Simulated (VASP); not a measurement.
Write the native input for VASP 6.6.1 that does the following.

```
Task                   : single point
Functional             : PBEsol
Potentials or basis    : VASP PAW PBE potentials, release 64 (Mn_pv, O)
Cutoff                 : 520 eV
k mesh                 : 18 × 18 × 18
Occupations            : gaussian, width 0.15 eV
Spin                   : collinear spin, ferromagnetic start
Starting moments       : [4.41, 0.25] μB
Dipole correction      : no
Further INCAR settings : ALGO = Normal; EDIFF = 1e-06; NBANDS = 20
```

The structure of MnO lies in POSCAR:

```
MnO
1.0
    0.0000000000      2.0553500000      2.2220000000
    2.2220000000      0.0000000000      2.2220000000
    2.2220000000      2.0553500000      0.0000000000
Mn O
1 1
Direct
    0.0000000000      0.0000000000      0.0000000000
    0.5000000000      0.5000000000      0.5000000000
```

This cell differs from its parent crystal: strain -0.0750 x Voigt [0, 1, 0, 0, 0, 0].

One way to write it, as run:

INCAR

```
PREC     = Accurate       # precision mode
ENCUT    = 520            # plane-wave cutoff, eV
EDIFF    = 1E-6           # SCF threshold, eV
ISMEAR   = 0              # smearing method
SIGMA    = 0.15           # smearing width, eV
LREAL    = False          # projectors in reciprocal space
LASPH    = True           # aspherical terms in the spheres
NELM     = 150            # most SCF steps
ALGO     = Normal         # electronic algorithm
ISIF     = 2              # what is computed and relaxed
LWAVE    = False          # write WAVECAR
LCHARG   = True           # write CHGCAR
ISPIN    = 2              # spin polarisation
MAGMOM   = 4.41 0.25      # initial moments
LORBIT   = 11             # projections on sites
LMAXMIX  = 4              # l up to which the mixer works
GGA      = PS             # functional
LELF     = True           # ELF
LVHAR    = True         
NBANDS   = 20             # bands
```

KPOINTS

```
Automatic mesh
0
Gamma
  18 18 18
```

Potentials or basis: VASP PAW PBE potentials, release 64 (Mn_pv, O).

Launch:

```sh
$ cat potpaw_PBE.64/Mn_pv/POTCAR potpaw_PBE.64/O/POTCAR > POTCAR
$ mpirun -np 1 vasp_std > vasp.out
```

It gave:

- Pressure: 2.6 GPa
- Net moment: 4.48 μB per cell
- Site moments: Mn +4.09; O +0.19 μB
- Valence electrons inside the program's atomic spheres: Mn 11.47; O 4.98

Caveat: the cell differs from its parent crystal (strain -0.0750 x Voigt [0, 1, 0, 0, 0, 0]); the PAW data sets were made with another functional, which shifts forces and pressure a little; a cell with one magnetic atom can't hold antiferromagnetic order, which such compounds often take.

It took 99 s on 1 thread of Intel(R) Xeon(R) 6975P-C (Granite Rapids), on a shared host, peak memory 0.38 GiB.
